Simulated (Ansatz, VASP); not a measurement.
## YRh: VASP beside Ansatz

Contents of INCAR:

```
SYSTEM = YRh
PREC     = Accurate       ! precision mode
ENCUT    = 520            ! plane-wave cutoff, eV
EDIFF    = 1E-6           ! SCF threshold, eV
ISMEAR   = -1             ! smearing method
SIGMA    = 0.05           ! smearing width, eV
LREAL    = .FALSE.        ! projectors in reciprocal space
LASPH    = .TRUE.         ! aspherical terms in the spheres
NELM     = 80             ! most SCF steps
ALGO     = Normal         ! electronic algorithm
ISIF     = 2              ! what is computed and relaxed
LWAVE    = .FALSE.        ! write WAVECAR
LCHARG   = .FALSE.        ! write CHGCAR
GGA      = CA             ! functional
NBANDS   = 20             ! bands
```

KPOINTS

```
Automatic mesh
0
G
  12 12 12
  0 0 0
```

POSCAR

```
YRh
1.0
    3.3512210747      0.0000000000      0.0000000000
    0.0000000000      3.3512210747      0.0000000000
    0.0000000000      0.0000000000      3.3512210747
Y Rh
1 1
Direct
    0.5000000000      0.5000000000      0.5000000000
    0.0000000000      0.0000000000      0.0000000000
```

Input for Ansatz:

```yaml
crystal:
  lattice:
    - [3.3512210747, 0.0, 0.0]
    - [0.0, 3.3512210747, 0.0]
    - [0.0, 0.0, 3.3512210747]
  atoms:
    - { symbol: "Y", position: [0.5, 0.5, 0.5] }
    - { symbol: Rh, position: [0.0, 0.0, 0.0] }
kpoints:
  mp_grid: { grid: [12, 12, 12] }
scf:
  occupations: { method: fermi_dirac, width: 0.05 }
hamiltonian:
  xc: lda
  pseudopotentials: { kind: paw }
output:
  forces: true
  stress: true
  eigenvalues: true
  populations: true
```

Alike in both runs: task single point; functional LDA; k mesh 12 × 12 × 12; occupations fermi-dirac, width 0.05 eV; no spin polarisation.

```csv
,VASP,Ansatz
version,VASP 6.6.1,Ansatz 0.2.0
potentials or method,"VASP PAW LDA potentials, release 64 (Y_sv, Rh_pv)","PAW with Ansatz's default frozen-core files, scalar-relativistic"
plane-wave cutoff (eV),520,420
valence electrons in the cell,26,28
```

```csv
,VASP,Ansatz,Ansatz less VASP
pressure (GPa),0.1,0.0,-0.12
```

LDA's correlation is that of Perdew and Zunger in VASP and of Perdew and Wang (1992) in Ansatz. VASP's potentials hold 26 valence electrons a cell and Ansatz's 28, so a difference there can come from the potentials and not from the codes.
